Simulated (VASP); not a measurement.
## Si: single point with PBE

Wire: Si, a wire with vacuum.

```
CELL_PARAMETERS angstrom
11.20000 0.00000 0.00000
0.00000 9.30000 0.00000
0.00000 0.00000 4.26319
ATOMIC_POSITIONS crystal
Si 0.40008 0.50000 0.00000
Si 0.40008 0.50000 0.50000
Si 0.59992 0.50000 0.00000
Si 0.59992 0.50000 0.50000
```

```yaml
Program: VASP 6.6.1
Task: single point
Functional: PBE
Potentials_or_basis: VASP PAW PBE potentials, release 64 (Si)
Cutoff: 520 eV
k_mesh: 1 × 1 × 15
Occupations: gaussian, width 0.05 eV
Spin: collinear spin, ferromagnetic start
Starting_moments: "[0.5, 0.5, 0.5, 0.5] μB"
```

- Largest force: 0.819 eV/Å
- Band gap on the k mesh: 0.07 eV
- Net moment: 0.00 μB per cell
- Valence electrons inside the program's atomic spheres: Si 1.75

Forces on the atoms (eV/Å):
```
Si  -0.819  0.000  0.000
Si  -0.819  0.000  0.000
Si   0.819  0.000  0.000
Si   0.819  0.000  0.000
```

Levels at points of the mesh, in eV from the valence-band top:
Spin up:
| k point | band 6 | band 7 | band 8 | band 9 | band 10 | band 11 |
| --- | --- | --- | --- | --- | --- | --- |
| (0.00, 0.00, 0.00) | -3.37 | -2.90 | -0.77 | 0.50 | 1.85 | 3.08 |
Spin down:
| k point | band 4 | band 5 | band 6 | band 7 | band 8 | band 9 | band 10 | band 11 | band 12 | band 13 |
| --- | --- | --- | --- | --- | --- | --- | --- | --- | --- | --- |
| (0.00, 0.00, 0.00) | -3.79 | -3.79 | -3.37 | -2.90 | -0.77 | 0.50 | 1.85 | 3.08 | 3.15 | 3.52 |

It took 6.6 min on 1 thread of AMD EPYC 7R43 64-Core Processor (Zen 3), on a shared host, peak memory 0.57 GiB.
